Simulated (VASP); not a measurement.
# Rh (Fm-3m) in VASP: a series of runs

Runs on Rh. Level: r2SCAN. Tasks: single point.

Everything below comes from runs of VASP 6.6.1. Logs are shortened: lines on timing, memory, paths and dates and some standing lists are left out, and cuts for length are marked.

### Step 1. The cell of the first run

It takes space group Fm-3m (No. 225, cubic). The conventional cell has a = 3.796 Å, b = 3.796 Å, c = 3.796 Å, α = 90.00°, β = 90.00°, γ = 90.00°. Rh (site symmetry m-3m) has 12 Rh at 2.68 Å within 3.5 Å.

### Step 2. Single point, r2SCAN

File POSCAR:

```
Rh
1.0
    0.0000000000      1.8978500000      1.8978500000
    1.8978500000      0.0000000000      1.8978500000
    1.8978500000      1.8978500000      0.0000000000
Rh
1
Direct
    0.0000000000      0.0000000000      0.0000000000
```

File INCAR.step1:

```
PREC     = Accurate       # precision mode
ENCUT    = 550            # plane-wave cutoff, eV
ISMEAR   = 1              # smearing method
SIGMA    = 0.1            # smearing width, eV
LREAL    = False          # projectors in reciprocal space
LASPH    = True           # aspherical terms in the spheres
NELM     = 120            # most SCF steps
NBANDS   = 14             # bands
GGA      = PE             # functional
ALGO     = Normal         # electronic algorithm
EDIFF    = 1E-5           # SCF threshold, eV
LWAVE    = True           # write WAVECAR
LCHARG   = False          # write CHGCAR
GGA_COMPAT= False
```

File INCAR.step2:

```
PREC     = Accurate       # precision mode
ENCUT    = 550            # plane-wave cutoff, eV
EDIFF    = 1E-6           # SCF threshold, eV
ISMEAR   = 1              # smearing method
SIGMA    = 0.1            # smearing width, eV
LREAL    = False          # projectors in reciprocal space
LASPH    = True           # aspherical terms in the spheres
NELM     = 120            # most SCF steps
ALGO     = Normal         # electronic algorithm
ISIF     = 2              # what is computed and relaxed
LWAVE    = False          # write WAVECAR
LCHARG   = False          # write CHGCAR
METAGGA  = R2SCAN         # meta-GGA
LMIXTAU  = True         
NBANDS   = 14             # bands
ISTART   = 1            
GGA_COMPAT= False
```

File KPOINTS:

```
regular mesh
0
Gamma
  8 8 8
```

Potentials or basis: VASP PAW PBE potentials, release 64 (Rh_pv).

Started as:

```sh
$ cat potpaw_PBE.64/Rh_pv/POTCAR > POTCAR
$ cp INCAR.step1 INCAR
$ mpirun -np 1 vasp_std > vasp.out
$ cp INCAR.step2 INCAR
$ mpirun -np 1 vasp_std > vasp.out
```

OUTCAR:

```text
PREC = Accurate
   ENCUT = 550
   EDIFF = 1E-6
   ISMEAR = 1
   LREAL = False
   LASPH = True
   NELM = 120
   ISIF = 2
   METAGGA = R2SCAN
   ISTART = 1

 ion  position               nearest neighbor table
   1  0.000  0.000  0.000-

  LATTYP: Found a face centered cubic cell.
 ALAT       =     3.7957000000

  Lattice vectors:

 A1 = (   0.0000000000,   1.8978500000,   1.8978500000)
 A2 = (   1.8978500000,   0.0000000000,   1.8978500000)
 A3 = (   1.8978500000,   1.8978500000,   0.0000000000)

Analysis of symmetry for initial positions (statically):
=====================================================================
 Subroutine PRICEL returns:
 Original cell was already a primitive cell.

 Routine SETGRP: Setting up the symmetry group for a
 face centered cubic supercell.

 Subroutine GETGRP returns: Found 48 space group operations
 (whereof 48 operations were pure point group operations)
 out of a pool of 48 trial point group operations.

The static configuration has the point symmetry O_h .

Analysis of symmetry for dynamics (positions and initial velocities):
=====================================================================
 Subroutine PRICEL returns:
 Original cell was already a primitive cell.

 Routine SETGRP: Setting up the symmetry group for a
 face centered cubic supercell.

 Subroutine GETGRP returns: Found 48 space group operations
 (whereof 48 operations were pure point group operations)
 out of a pool of 48 trial point group operations.

The dynamic configuration has the point symmetry O_h .

 Subroutine INISYM returns: Found 48 space group operations
 (whereof 48 operations are pure point group operations),
 and found     1 'primitive' translations

----------------------------------------------------------------------------------------

                                     Primitive cell

  volume of cell :      13.6715

  direct lattice vectors                    reciprocal lattice vectors
     0.000000000  1.897850000  1.897850000    -0.263456016  0.263456016  0.263456016
     1.897850000  0.000000000  1.897850000     0.263456016 -0.263456016  0.263456016
     1.897850000  1.897850000  0.000000000     0.263456016  0.263456016 -0.263456016

  length of vectors
     2.683965209  2.683965209  2.683965209     0.456319205  0.456319205  0.456319205

  position of ions in fractional coordinates (direct lattice)
     0.000000000  0.000000000  0.000000000

  ion indices of the primitive-cell ions
   primitive index   ion index
                 1           1

----------------------------------------------------------------------------------------

 KPOINTS: regular mesh

Automatic generation of k-mesh.
 Grid dimensions read from file:
 generate k-points for:    8    8    8

 Generating k-lattice:

  Cartesian coordinates                     Fractional coordinates (reciprocal lattice)
    -0.032932002  0.032932002  0.032932002     0.125000000  0.000000000  0.000000000
     0.032932002 -0.032932002  0.032932002     0.000000000  0.125000000  0.000000000
     0.032932002  0.032932002 -0.032932002     0.000000000  0.000000000  0.125000000

  Length of vectors
     0.057039901  0.057039901  0.057039901

  Shift w.r.t. Gamma in fractional coordinates (k-lattice)
     0.000000000  0.000000000  0.000000000

 Subroutine IBZKPT returns following result:
 ===========================================

 Found     29 irreducible k-points:

 Following reciprocal coordinates:
            Coordinates               Weight
  0.000000  0.000000  0.000000      1.000000
  0.125000  0.000000  0.000000      8.000000
  0.250000  0.000000  0.000000      8.000000
  0.375000  0.000000  0.000000      8.000000
  0.500000  0.000000  0.000000      4.000000
  0.125000  0.125000  0.000000      6.000000
[... 16 lines left out ...]
  0.500000  0.250000  0.125000     48.000000
 -0.375000  0.250000  0.125000     24.000000
 [... further k-points ...]
   k-points           NKPTS =     29   k-points in BZ     NKDIM =     29   number of bands    NBANDS=     14
   number of dos      NEDOS =    301   number of ions     NIONS =      1
   total plane-waves  NPLWV =  13824
   dimension x,y,z NGX =    24 NGY =   24 NGZ =   24
   dimension x,y,z NGXF=    48 NGYF=   48 NGZF=   48
   ions per type =               1
   NGX,Y,Z   is equivalent  to a cutoff of  14.87, 14.87, 14.87 a.u.
   NGXF,Y,Z  is equivalent  to a cutoff of  29.73, 29.73, 29.73 a.u.
 SYSTEM =  unknown system
   PREC   = accura    normal or accurate (medium, high low for compatibility)
   ISTART =      1    job   : 0-new  1-cont  2-samecut
   ICHARG =      0    charge: 1-file 2-atom 10-const
   ISPIN  =      1    spin polarized calculation?
   LNONCOLLINEAR =      F non collinear calculations
   LSORBIT =      F    spin-orbit coupling
   LASPH  =      T    aspherical Exc in radial PAW
   ENCUT  =  550.0 eV  40.42 Ry    6.36 a.u.   5.13  5.13  5.13*2*pi/ulx,y,z
   NELM   =    120;   NELMIN=  2; NELMDL=  0     # of ELM steps
   EDIFF  = 0.1E-05   stopping-criterion for ELM
   LREAL  =      F    real-space projection
   EDIFFG = 0.1E-04   stopping-criterion for IOM
   NSW    =      0    number of steps for IOM
   IBRION =     -1    ionic relax: 0-MD 1-quasi-New 2-CG
   NFREE  =      0    steps in history (QN), initial steepest desc. (CG)
   ISIF   =      2    stress and relaxation
   ISYM   =      2    0-nonsym 1-usesym 2-fastsym
   POTIM  = 0.5000    time-step for ionic-motion
   TEBEG  =    0.0;   TEEND  =   0.0 temperature during run
   PSTRESS=    0.0 pullay stress
   NELECT =      15.0000    total number of electrons
   NUPDOWN=      -1.0000    fix difference up-down
   EMIN   =  10.00;   EMAX   =-10.00  energy-range for DOS
   EFERMI =   0.00;   METHOD = LEGACY
   ISMEAR =     1;   SIGMA  =   0.10  broadening in eV -4-tet -1-fermi 0-gaus
   EFERMI_NEDOS =   21; number of points for ismear=-14 and -15
   IALGO  =     38    algorithm
   IMIX   =      4    mixing-type and parameters
     AMIX     =   0.40;   BMIX     =  1.00
     AMIX_MAG =   1.60;   BMIX_MAG =  1.00
  volume/ion in A,a.u.               =      13.67        92.26
  Fermi-wavevector in a.u.,A,eV,Ry     =   1.688496  3.190795 38.790465  2.851019
  Thomas-Fermi vector in A             =   2.770792
   LORBIT       =      0    0 simple, 1 ext, 2 COOP (PROOUT), +10 PAW based schemes
   METAGGA = R2SCAN    functional components
   LHFCALC =     F    Hartree Fock is set to
   AEXX    =    0.0000 exact exchange contribution
   IVDW    =     0    specifies the selected vdW correction
   LEPSILON=     F    determine dielectric tensor
   LRPA    =     F    only Hartree local field effects (RPA)
 non-spin polarized calculation
 Methfessel and Paxton  Order N= 1 SIGMA  =   0.10
  energy-cutoff  :      550.00
  volume of cell :       13.67
 maximum number of plane-waves:       415
 NGX is ok and might be reduce to    24
   NGX = 11   NGY = 11   NGZ = 11

 number of electron      15.0000002 magnetization

 Free energy of the ion-electron system (eV)
  ---------------------------------------------------
  ext. energy  EPLUGINS =         0.00000000
  ---------------------------------------------------
  free energy    TOTEN  =       -24.10808288 eV

  energy without entropy =      -24.10994578  energy(sigma->0) =      -24.10870385

 E-fermi :  11.8746     XC(G=0): -15.2360

 val. band max:       11.8607333008   @ k =  -0.3750   0.2500   0.0000
 cond. band min:      11.9338084238   @ k =   0.3750   0.0000   0.0000
 fundamental gap:      0.0730751230
 Fermi energy:        11.8746397897

 k-point     1 :       0.0000    0.0000    0.0000
  band No.  band energies     occupation
      1     -35.9265      2.00000
      2     -35.9265      2.00000
      3     -35.9265      2.00000
      4       3.6224      2.00000
      5       8.6605      2.00000
      6       8.6605      2.00000
      7       8.6605      2.00000
      8      10.7754      2.00000
      9      10.7754      2.00000
     10      28.5337      0.00000
     11      29.2986      0.00000
     12      34.3310      0.00000
     13      34.3310      0.00000
     14      34.3310      0.00000

 k-point     2 :       0.1250    0.0000    0.0000
  band No.  band energies     occupation
      1     -36.0479      2.00000
      2     -35.9428      2.00000
      3     -35.9428      2.00000
      4       4.2555      2.00000
      5       8.4141      2.00000
      6       8.8848      2.00000
      7       8.8848      2.00000
      8      10.6738      2.00000
      9      10.6738      2.00000
     10      29.2988      0.00000
     11      29.3832      0.00000
     12      31.6960      0.00000
     13      35.2592      0.00000
     14      35.2592      0.00000

 k-point     3 :       0.2500    0.0000    0.0000
  band No.  band energies     occupation
      1     -36.3355      2.00000
      2     -35.9821      2.00000
      3     -35.9821      2.00000
      4       5.4723      2.00000
      5       8.5557      2.00000
      6       9.0190      2.00000
      7       9.0190      2.00000
      8      10.9704      2.00000
      9      10.9704      2.00000
     10      27.7442      0.00000
     11      29.2997      0.00000
     12      30.2070      0.00000
     13      37.4290      0.00000
     14      37.4290      0.00000
[... 324 lines left out ...]
 k-point    23 :       0.5000    0.2500    0.1250
  band No.  band energies     occupation
      1     -36.5558      2.00000
      2     -36.2202      2.00000
      3     -36.0793      2.00000
      4       6.7211      2.00000
      5       7.7689      2.00000
      6       8.3638      2.00000
      7      10.0500      2.00000
      8      11.7343      2.06329
      9      15.1967      0.00000
     10      24.1252      0.00000
     11      28.5181      0.00000
     12      29.2990      0.00000
     13      30.4807      0.00000
     14      35.3239      0.00000

 k-point    24 :      -0.3750    0.2500    0.1250
  band No.  band energies     occupation
      1     -36.6205      2.00000
      2     -36.2482      2.00000
      3     -36.1046      2.00000
      4       6.6421      2.00000
      5       7.5110      2.00000
      6       9.1105      2.00000
      7       9.7380      2.00000
      8      12.2641     -0.00000
      9      17.5996      0.00000
     10      20.7929      0.00000
     11      28.7104      0.00000
     12      29.2947      0.00000
     13      29.5456      0.00000
     14      34.0729      0.00000

 [... further k-points ...]

------------------------ aborting loop because EDIFF is reached ----------------------------------------

  FORCE on cell =-STRESS in cart. coord.  units (eV):
  Direction    XX          YY          ZZ          XY          YZ          ZX
  --------------------------------------------------------------------------------------
  -------------------------------------------------------------------------------------
  Total        0.2371045      0.2371045      0.2371045      0.0000000     -0.0000000      0.0000000
  in kB       27.7865533     27.7865533     27.7865533      0.0000000     -0.0000000      0.0000000
  external PRESSURE =      27.7865533 kB  Pullay stress =       0.0000000 kB

 VOLUME and BASIS-vectors are now :
 -----------------------------------------------------------------------------
  energy-cutoff  :      550.00
  volume of cell :       13.67
      direct lattice vectors                 reciprocal lattice vectors
     0.000000000  1.897850000  1.897850000    -0.263456016  0.263456016  0.263456016
     1.897850000  0.000000000  1.897850000     0.263456016 -0.263456016  0.263456016
     1.897850000  1.897850000  0.000000000     0.263456016  0.263456016 -0.263456016

 POSITION                                       TOTAL-FORCE (eV/Angst)
 -----------------------------------------------------------------------------------
      0.00000      0.00000      0.00000        -0.000000      0.000000     -0.000000
 -----------------------------------------------------------------------------------
    total drift:                               -0.000000      0.000000      0.000000

  FREE ENERGIE OF THE ION-ELECTRON SYSTEM (eV)
  ---------------------------------------------------
  free  energy   TOTEN  =       -24.1080828806 eV

  energy  without entropy=      -24.1099457777  energy(sigma->0) =      -24.10870385
```

Run time: 23 s. Hardware: 1 thread of Intel Xeon Platinum 8559C (Emerald Rapids), shared host; peak memory 0.14 GiB.

What came out:

```yaml
Free_energy: -24.1081 eV
Pressure: 2.8 GPa
```

Caveat: the PAW data sets were made with another functional, which shifts forces and pressure a little.

### Step 3. Single point, r2SCAN

POSCAR is that of step 2.

File INCAR.step1:

```
SYSTEM = Rh
PREC     = Accurate       ! precision mode
ENCUT    = 550            ! plane-wave cutoff, eV
ISMEAR   = 1              ! smearing method
SIGMA    = 0.1            ! smearing width, eV
LREAL    = .False.        ! projectors in reciprocal space
LASPH    = .True.         ! aspherical terms in the spheres
NELM     = 120            ! most SCF steps
NBANDS   = 14             ! bands
GGA      = PE             ! functional
ALGO     = Normal         ! electronic algorithm
EDIFF    = 1E-5           ! SCF threshold, eV
LWAVE    = .True.         ! write WAVECAR
LCHARG   = .False.        ! write CHGCAR
GGA_COMPAT= .False.
```

File INCAR.step2:

```
SYSTEM = Rh
PREC     = Accurate       ! precision mode
ENCUT    = 550            ! plane-wave cutoff, eV
EDIFF    = 1E-6           ! SCF threshold, eV
ISMEAR   = 1              ! smearing method
SIGMA    = 0.1            ! smearing width, eV
LREAL    = .False.        ! projectors in reciprocal space
LASPH    = .True.         ! aspherical terms in the spheres
NELM     = 120            ! most SCF steps
ALGO     = Normal         ! electronic algorithm
ISIF     = 2              ! what is computed and relaxed
LWAVE    = .False.        ! write WAVECAR
LCHARG   = .False.        ! write CHGCAR
METAGGA  = R2SCAN         ! meta-GGA
LMIXTAU  = .True.       
NBANDS   = 14             ! bands
ISTART   = 1            
GGA_COMPAT= .False.
```

File KPOINTS:

```
regular mesh
0
Gamma
  10 10 10
  0 0 0
```

Potentials or basis: VASP PAW PBE potentials, release 64 (Rh_pv).

Started as:

```sh
$ cat potpaw_PBE.64/Rh_pv/POTCAR > POTCAR
$ cp INCAR.step1 INCAR
$ mpirun -np 1 vasp_std > vasp.out
$ cp INCAR.step2 INCAR
$ mpirun -np 1 vasp_std > vasp.out
```

It took 32 s on 1 thread of Intel Xeon Platinum 8559C (Emerald Rapids), shared host; peak memory 0.15 GiB.

The run converged. Its results:

| Item | Value |
| --- | --- |
| Free energy | -24.1458 eV |
| Pressure | 2.0 GPa |

Levels at points of the mesh, in eV from the Fermi level:
```
           k point  band 5  band 6  band 7  band 8  band 9  band 10
(0.00, 0.00, 0.00)   -3.24   -3.24   -3.24   -1.12   -1.12    16.68
(0.50, 0.00, 0.00)   -3.35   -3.35    0.56    0.56    0.87     9.11
(0.50, 0.50, 0.00)   -6.26    0.48    1.02    1.02    3.46    12.92
```

Caveat: the PAW data sets were made with another functional, which shifts forces and pressure a little.
